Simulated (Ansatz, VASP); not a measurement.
## One calculation of ScGa5S, two programs

```
CELL_PARAMETERS angstrom
3.90888 0.00000 0.00000
0.00000 3.90888 0.00000
0.00000 0.00000 9.17451
ATOMIC_POSITIONS crystal
Sc 0.00000 0.00000 0.50000
Ga 0.00000 0.50000 0.27136
Ga 0.00000 0.50000 0.72864
Ga 0.50000 0.00000 0.27136
Ga 0.50000 0.00000 0.72864
Ga 0.50000 0.50000 0.00000
S 0.00000 0.00000 0.00000
```

Change from the starting cell: species swapped into the ErIn5Rh type (P4/mmm, No. 123).

Alike in both runs: functional PBE; k mesh 4 × 4 × 3; occupations gaussian, width 0.2 eV; no spin polarisation.

Ansatz relaxed the structure, and its values are those at the end. VASP's run is a single point on that final structure, the one shown.

```csv
,VASP,Ansatz
version,VASP 6.6.1,Ansatz 0.2.0
potentials or method,"VASP PAW PBE potentials, release 64 (Sc_sv, Ga_d, S), cutoff 520 eV","scalar-relativistic, plane waves, PAW"
valence electrons in the cell,82,82
```

Ansatz gave:

```
gap on the k mesh at the Fermi level (eV) : none
pressure (GPa)                            : -0.2
rms of the force components (eV/Å)        : 0.010
```

Question: Which values does VASP return?

Answer: gap on the k mesh at the Fermi level (eV): none; pressure (GPa): -0.1; rms of the force components (eV/Å): 0.013.

A gap of «none» marks a metal or a gap that the smearing closes. The functional is the same, so the differences come from potentials, cutoffs and numerics.

The k mesh is coarse, so the values compare programs but aren't converged.
